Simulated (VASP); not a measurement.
A run of VASP 6.6.1:

The input INCAR:

```
SYSTEM = Ir
PREC = Accurate ; ENCUT = 520
EDIFF = 1E-6 ; ISMEAR = 0
SIGMA = 0.05 ; LREAL = Auto
LASPH = .True. ; NELM = 100
ALGO = Normal ; ISIF = 2
LWAVE = .False. ; LCHARG = .False.
GGA = PE ; NBANDS = 110
LUSENCCL = .False.
```

KPOINTS

```
Automatic mesh
0
Gamma
  1 1 8
  0 0 0
```

The input POSCAR:

```
Ir
1.0
   16.1000000000      0.0000000000      0.0000000000
    0.0000000000     14.8000000000      0.0000000000
    0.0000000000      0.0000000000      6.7041814719
Ir
21
Direct
    0.3773143845      0.3150695524      0.0000000000
    0.3773143845      0.6849304476      0.0000000000
    0.2791658922      0.5000000000      0.3333333333
    0.6717598616      0.5000000000      0.0000000000
    0.5736113693      0.3150695524      0.3333333333
    0.5736113693      0.6849304476      0.3333333333
    0.4754628769      0.5000000000      0.6666666667
    0.3773143845      0.5000000000      0.0000000000
    0.5736113693      0.5000000000      0.3333333333
    0.4754628769      0.3150695524      0.6666666667
    0.4754628769      0.6849304476      0.6666666667
    0.5245371231      0.4075347762      0.0000000000
    0.4263886307      0.5924652238      0.3333333333
    0.3282401384      0.4075347762      0.6666666667
    0.7208341078      0.4075347762      0.3333333333
    0.6226856155      0.5924652238      0.6666666667
    0.5245371231      0.5924652238      0.0000000000
    0.4263886307      0.4075347762      0.3333333333
    0.3282401384      0.5924652238      0.6666666667
    0.7208341078      0.5924652238      0.3333333333
    0.6226856155      0.4075347762      0.6666666667
```

Potentials or basis: VASP PAW PBE potentials, release 64 (Ir).

Command:

```bash
$ cat potpaw_PBE.64/Ir/POTCAR > POTCAR
$ mpirun -np 1 vasp_std > vasp.out
```

Hardware: 1 × NVIDIA H100 80GB with 1 thread of AMD EPYC 7R13 Processor (Zen 3), with other jobs on the host.

**Question.** How long does it take, and how much memory?

**Answer.** Run time: 2.9 min on 1 × NVIDIA H100 80GB with 1 thread of AMD EPYC 7R13 Processor (Zen 3), on a shared host, peak memory 2.1 GiB. Counts: scf iterations 40, k points 5.
